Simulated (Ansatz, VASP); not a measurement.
**One calculation of Ga2O3, two programs**

```
CELL_PARAMETERS angstrom
2.49973 1.44322 4.50032
-2.49973 1.44322 4.50032
0.00000 -2.88643 4.50032
ATOMIC_POSITIONS crystal
Ga 0.85596 0.85596 0.85596
Ga 0.64404 0.64404 0.64404
Ga 0.14404 0.14404 0.14404
Ga 0.35596 0.35596 0.35596
O 0.05260 0.44740 0.75000
O 0.75000 0.05260 0.44740
O 0.44740 0.75000 0.05260
O 0.94740 0.55260 0.25000
O 0.25000 0.94740 0.55260
O 0.55260 0.25000 0.94740
```

Alike in both runs: task single point; functional LDA; k mesh 6 × 6 × 6; occupations gaussian, width 0.1 eV; no spin polarisation.

```csv
,VASP,Ansatz
version,VASP 6.6.1,Ansatz 0.2.0
potentials or method,"VASP PAW LDA potentials, release 64 (Ga_d, O), cutoff 520 eV","scalar-relativistic, plane waves, PAW"
valence electrons in the cell,88,88
```

```tsv
	VASP	Ansatz	Ansatz less VASP
gap on the k mesh at the Fermi level (eV)	2.68	2.67	-0.014
least direct gap on the mesh (eV)	2.93	2.92	-0.015
pressure (GPa)	-5.7	-7.6	-1.87
traceless stress, the component that is largest in VASP (GPa)	-0.60	-0.31	+0.292
rms of the force components (eV/Å)	0.031	0.022	-0.0091
```

Ansatz warns that its potentials were made for another functional, while VASP's fit it. LDA's correlation is that of Perdew and Zunger in VASP and of Perdew and Wang (1992) in Ansatz. Atom by atom the forces differ by 0.013 eV/Å (rms over components).
